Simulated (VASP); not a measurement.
# TiH2 (I4/mmm) in VASP: further runs

Runs on TiH2. Level: r2SCAN. Tasks: single point.

Everything below comes from runs of VASP 6.6.1. Logs are shortened: lines on timing, memory, paths and dates and some standing lists are left out, and cuts for length are marked.

### 1 The cell of the first run

The structure is tetragonal, space group I4/mmm (No. 139). The conventional cell has a = 3.195 Å, b = 3.195 Å, c = 4.174 Å, α = 90.00°, β = 90.00°, γ = 90.00°. Within 2.5 Å of Ti (site symmetry 4/mmm) lie 8 H at 1.91 Å. H (site symmetry -4m2) has 4 Ti at 1.91 Å and 6 H at 2.09 to 2.26 Å within 2.5 Å.

### 2 Single point, r2SCAN

The input, POSCAR:

```
TiH2
1.0
   -1.5974602250      1.5974602250      2.0867573090
    1.5974602250     -1.5974602250      2.0867573090
    1.5974602250      1.5974602250     -2.0867573090
Ti H
1 2
Direct
    0.0000000000      0.0000000000      0.0000000000
    0.7500000000      0.2500000000      0.5000000000
    0.2500000000      0.7500000000      0.5000000000
```

The input, INCAR.step1:

```
SYSTEM = TiH2
PREC = Accurate ; ENCUT = 520
ISMEAR = 0 ; SIGMA = 0.1
LREAL = .False. ; LASPH = .True.
NELM = 60 ; NBANDS = 14
GGA = PE ; ALGO = Normal
EDIFF = 1E-4 ; LWAVE = .True.
LCHARG = .False.
```

The input, INCAR.step2:

```
SYSTEM = TiH2
PREC = Accurate ; ENCUT = 520
EDIFF = 1E-7 ; ISMEAR = 0
SIGMA = 0.1 ; LREAL = .False.
LASPH = .True. ; NELM = 60
ALGO = Normal ; ISIF = 2
LWAVE = .False. ; LCHARG = .False.
METAGGA = R2SCAN ; LMIXTAU = .True.
NBANDS = 14 ; ISTART = 1
```

The input, KPOINTS:

```
Automatic mesh
0
Gamma
  18 18 18
  0 0 0
```

Potentials or basis: VASP PAW PBE potentials, release 64 (Ti_sv, H).

The run is started by

```
cat potpaw_PBE.64/Ti_sv/POTCAR potpaw_PBE.64/H/POTCAR > POTCAR
cp INCAR.step1 INCAR
mpirun -np 1 vasp_std > vasp.out
cp INCAR.step2 INCAR
mpirun -np 1 vasp_std > vasp.out
```

OUTCAR:

```text
SYSTEM = TiH2
   PREC = Accurate
   ENCUT = 520
   EDIFF = 1E-7
   ISMEAR = 0
   LREAL = .False.
   LASPH = .True.
   NELM = 60
   ISIF = 2
   METAGGA = R2SCAN
   ISTART = 1

 ion  position               nearest neighbor table
   1  0.000  0.000  0.000-
   2  0.750  0.250  0.500-
   3  0.250  0.750  0.500-

  LATTYP: Found a body centered tetragonal cell.
 ALAT       =     3.1949204500
 C/A-ratio  =     1.3062968807

  Lattice vectors:

 A1 = (  -1.5974602250,   1.5974602250,   2.0867573090)
 A2 = (   1.5974602250,  -1.5974602250,   2.0867573090)
 A3 = (   1.5974602250,   1.5974602250,  -2.0867573090)

Analysis of symmetry for initial positions (statically):
=====================================================================
 Subroutine PRICEL returns:
 Original cell was already a primitive cell.

 Routine SETGRP: Setting up the symmetry group for a
 body centered tetragonal supercell.

 Subroutine GETGRP returns: Found 16 space group operations
 (whereof 16 operations were pure point group operations)
 out of a pool of 16 trial point group operations.

The static configuration has the point symmetry D_4h.

Analysis of symmetry for dynamics (positions and initial velocities):
=====================================================================
 Subroutine PRICEL returns:
 Original cell was already a primitive cell.

 Routine SETGRP: Setting up the symmetry group for a
 body centered tetragonal supercell.

 Subroutine GETGRP returns: Found 16 space group operations
 (whereof 16 operations were pure point group operations)
 out of a pool of 16 trial point group operations.

The dynamic configuration has the point symmetry D_4h.

 Subroutine INISYM returns: Found 16 space group operations
 (whereof 16 operations are pure point group operations),
 and found     1 'primitive' translations

----------------------------------------------------------------------------------------

                                     Primitive cell

  volume of cell :      21.3006

  direct lattice vectors                    reciprocal lattice vectors
    -1.597460225  1.597460225  2.086757309     0.000000000  0.312996838  0.239606205
     1.597460225 -1.597460225  2.086757309     0.312996838  0.000000000  0.239606205
     1.597460225  1.597460225 -2.086757309     0.312996838  0.312996838  0.000000000

  length of vectors
     3.075437271  3.075437271  3.075437271     0.394180358  0.394180358  0.442644374

  position of ions in fractional coordinates (direct lattice)
     0.000000000  0.000000000  0.000000000
     0.750000000  0.250000000  0.500000000
     0.250000000  0.750000000  0.500000000

  ion indices of the primitive-cell ions
   primitive index   ion index
                 1           1
                 2           2
                 3           3

----------------------------------------------------------------------------------------

 KPOINTS: Automatic mesh

Automatic generation of k-mesh.
 Grid dimensions read from file:
 generate k-points for:   18   18   18

 Generating k-lattice:

  Cartesian coordinates                     Fractional coordinates (reciprocal lattice)
     0.000000000  0.017388713  0.013311456     0.055555556 -0.000000000  0.000000000
     0.017388713  0.000000000  0.013311456    -0.000000000  0.055555556  0.000000000
     0.017388713  0.017388713  0.000000000     0.000000000  0.000000000  0.055555556

  Length of vectors
     0.021898909  0.021898909  0.024591354

  Shift w.r.t. Gamma in fractional coordinates (k-lattice)
     0.000000000  0.000000000  0.000000000

 Subroutine IBZKPT returns following result:
 ===========================================

 Found    480 irreducible k-points:

 Following reciprocal coordinates:
            Coordinates               Weight
  0.000000  0.000000  0.000000      1.000000
  0.055556  0.000000 -0.000000      8.000000
  0.111111  0.000000 -0.000000      8.000000
  0.166667  0.000000 -0.000000      8.000000
  0.222222  0.000000 -0.000000      8.000000
  0.277778 -0.000000  0.000000      8.000000
[... 16 lines left out ...]
 -0.277778  0.055556 -0.000000     16.000000
 -0.222222  0.055556  0.000000     16.000000
 [... further k-points ...]
   k-points           NKPTS =    480   k-points in BZ     NKDIM =    480   number of bands    NBANDS=     14
   number of dos      NEDOS =    301   number of ions     NIONS =      3
   total plane-waves  NPLWV =  13824
   dimension x,y,z NGX =    24 NGY =   24 NGZ =   24
   dimension x,y,z NGXF=    48 NGYF=   48 NGZF=   48
   ions per type =               1   2
   NGX,Y,Z   is equivalent  to a cutoff of  12.97, 12.97, 12.97 a.u.
   NGXF,Y,Z  is equivalent  to a cutoff of  25.95, 25.95, 25.95 a.u.
 SYSTEM =  TiH2
   PREC   = accura    normal or accurate (medium, high low for compatibility)
   ISTART =      1    job   : 0-new  1-cont  2-samecut
   ICHARG =      0    charge: 1-file 2-atom 10-const
   ISPIN  =      1    spin polarized calculation?
   LNONCOLLINEAR =      F non collinear calculations
   LSORBIT =      F    spin-orbit coupling
   LASPH  =      T    aspherical Exc in radial PAW
   ENCUT  =  520.0 eV  38.22 Ry    6.18 a.u.   5.72  5.72  5.72*2*pi/ulx,y,z
   NELM   =     60;   NELMIN=  2; NELMDL=  0     # of ELM steps
   EDIFF  = 0.1E-06   stopping-criterion for ELM
   LREAL  =      F    real-space projection
   EDIFFG = 0.1E-05   stopping-criterion for IOM
   NSW    =      0    number of steps for IOM
   IBRION =     -1    ionic relax: 0-MD 1-quasi-New 2-CG
   NFREE  =      0    steps in history (QN), initial steepest desc. (CG)
   ISIF   =      2    stress and relaxation
   ISYM   =      2    0-nonsym 1-usesym 2-fastsym
   POTIM  = 0.5000    time-step for ionic-motion
   TEBEG  =    0.0;   TEEND  =   0.0 temperature during run
   PSTRESS=    0.0 pullay stress
   NELECT =      14.0000    total number of electrons
   NUPDOWN=      -1.0000    fix difference up-down
   EMIN   =  10.00;   EMAX   =-10.00  energy-range for DOS
   EFERMI =   0.00;   METHOD = LEGACY
   ISMEAR =     0;   SIGMA  =   0.10  broadening in eV -4-tet -1-fermi 0-gaus
   EFERMI_NEDOS =   21; number of points for ismear=-14 and -15
   IALGO  =     38    algorithm
   IMIX   =      4    mixing-type and parameters
     AMIX     =   0.40;   BMIX     =  1.00
     AMIX_MAG =   1.60;   BMIX_MAG =  1.00
  volume/ion in A,a.u.               =       7.10        47.91
  Fermi-wavevector in a.u.,A,eV,Ry     =   1.423378  2.689794 27.565460  2.026004
  Thomas-Fermi vector in A             =   2.543982
   LORBIT       =      0    0 simple, 1 ext, 2 COOP (PROOUT), +10 PAW based schemes
   METAGGA = R2SCAN    functional components
   LHFCALC =     F    Hartree Fock is set to
   AEXX    =    0.0000 exact exchange contribution
   IVDW    =     0    specifies the selected vdW correction
   LEPSILON=     F    determine dielectric tensor
   LRPA    =     F    only Hartree local field effects (RPA)
 non-spin polarized calculation
 Gauss-broadening in eV      SIGMA  =   0.10
  energy-cutoff  :      520.00
  volume of cell :       21.30
 maximum number of plane-waves:       588
   NGX = 11   NGY = 11   NGZ = 11

 number of electron      13.9999996 magnetization

 Free energy of the ion-electron system (eV)
  ---------------------------------------------------
  ext. energy  EPLUGINS =         0.00000000
  ---------------------------------------------------
  free energy    TOTEN  =       -21.49522723 eV

  energy without entropy =      -21.49085764  energy(sigma->0) =      -21.49304244

 E-fermi :   8.1008     XC(G=0): -12.4505

 val. band max:        8.0973658113   @ k =  -0.1667  -0.1667   0.1667
 cond. band min:       8.1098739513   @ k =  -0.1667   0.4444   0.1667
 fundamental gap:      0.0125081400
 Fermi energy:         8.1008025984

 k-point     1 :       0.0000    0.0000    0.0000
  band No.  band energies     occupation
      1     -51.6025      2.00000
      2     -26.6233      2.00000
      3     -26.6233      2.00000
      4     -26.6075      2.00000
      5      -3.2283      2.00000
      6       7.6807      2.00000
      7       7.6807      2.00000
      8       8.2109      0.11953
      9       8.3571      0.00029
     10       9.3249      0.00000
     11       9.9835      0.00000
     12      22.9938      0.00000
     13      24.3600      0.00000
     14      24.3600      0.00000

 k-point     2 :       0.0556    0.0000   -0.0000
  band No.  band energies     occupation
      1     -51.6006      2.00000
      2     -26.6339      2.00000
      3     -26.6256      2.00000
      4     -26.6115      2.00000
      5      -3.1478      2.00000
      6       6.9715      2.00000
      7       7.7125      2.00000
      8       8.0556      1.47776
      9       9.3085      0.00000
     10       9.3103      0.00000
     11       9.9573      0.00000
     12      22.1721      0.00000
     13      24.3923      0.00000
     14      24.7168      0.00000

 k-point     3 :       0.1111    0.0000   -0.0000
  band No.  band energies     occupation
      1     -51.5950      2.00000
      2     -26.6709      2.00000
      3     -26.6321      2.00000
      4     -26.6164      2.00000
      5      -2.9110      2.00000
      6       5.9973      2.00000
      7       7.7938      1.99999
      8       8.1404      0.57593
      9       9.2843      0.00000
     10       9.8873      0.00000
     11      10.4399      0.00000
     12      20.8816      0.00000
     13      24.4528      0.00000
     14      24.4691      0.00000
[... 324 lines left out ...]
 k-point    23 :      -0.2778    0.0556   -0.0000
  band No.  band energies     occupation
      1     -51.5678      2.00000
      2     -26.8509      2.00000
      3     -26.6642      2.00000
      4     -26.6378      2.00000
      5      -1.6261      2.00000
      6       3.8368      2.00000
      7       7.8986      1.99576
      8       8.4591      0.00000
      9       9.4050      0.00000
     10       9.9496      0.00000
     11      13.0056      0.00000
     12      17.7356      0.00000
     13      21.4134      0.00000
     14      23.3583      0.00000

 k-point    24 :      -0.2222    0.0556    0.0000
  band No.  band energies     occupation
      1     -51.5787      2.00000
      2     -26.7780      2.00000
      3     -26.6509      2.00000
      4     -26.6313      2.00000
      5      -2.1689      2.00000
      6       4.5038      2.00000
      7       7.9538      1.96238
      8       8.4128      0.00001
      9       9.1992      0.00000
     10       9.8787      0.00000
     11      12.2443      0.00000
     12      18.8108      0.00000
     13      22.2509      0.00000
     14      23.7693      0.00000

 [... further k-points ...]

------------------------ aborting loop because EDIFF is reached ----------------------------------------

  FORCE on cell =-STRESS in cart. coord.  units (eV):
  Direction    XX          YY          ZZ          XY          YZ          ZX
  --------------------------------------------------------------------------------------
  -------------------------------------------------------------------------------------
  Total        0.0685823      0.0685823      0.0526633      0.0000000     -0.0000000      0.0000000
  in kB        5.1585839      5.1585839      3.9611977      0.0000000     -0.0000000      0.0000000
  external PRESSURE =       4.7594552 kB  Pullay stress =       0.0000000 kB

 VOLUME and BASIS-vectors are now :
 -----------------------------------------------------------------------------
  energy-cutoff  :      520.00
  volume of cell :       21.30
      direct lattice vectors                 reciprocal lattice vectors
    -1.597460225  1.597460225  2.086757309     0.000000000  0.312996838  0.239606205
     1.597460225 -1.597460225  2.086757309     0.312996838  0.000000000  0.239606205
     1.597460225  1.597460225 -2.086757309     0.312996838  0.312996838  0.000000000

 POSITION                                       TOTAL-FORCE (eV/Angst)
 -----------------------------------------------------------------------------------
      0.00000      0.00000      0.00000         0.000000      0.000000      0.000000
     -0.00000      1.59746      1.04338        -0.000000      0.000000     -0.000000
      1.59746     -0.00000      1.04338         0.000000     -0.000000      0.000000
 -----------------------------------------------------------------------------------
    total drift:                                0.000000      0.000000      0.000000

  FREE ENERGIE OF THE ION-ELECTRON SYSTEM (eV)
  ---------------------------------------------------
  free  energy   TOTEN  =       -21.4952272316 eV

  energy  without entropy=      -21.4908576400  energy(sigma->0) =      -21.49304244
```

Wall time 17 min (1 thread of AMD EPYC 7R43 (Zen 3), shared host); peak memory 0.22 GiB.

What came out:

```yaml
Free_energy: -21.4952 eV
Pressure: 0.5 GPa
Band_gap_on_the_k_mesh: zero (bands 7 and 8 overlap by 0.71 eV)
```

Caveat: the PAW data sets were made with another functional, which shifts forces and pressure a little.

[end of part 1 of 2]
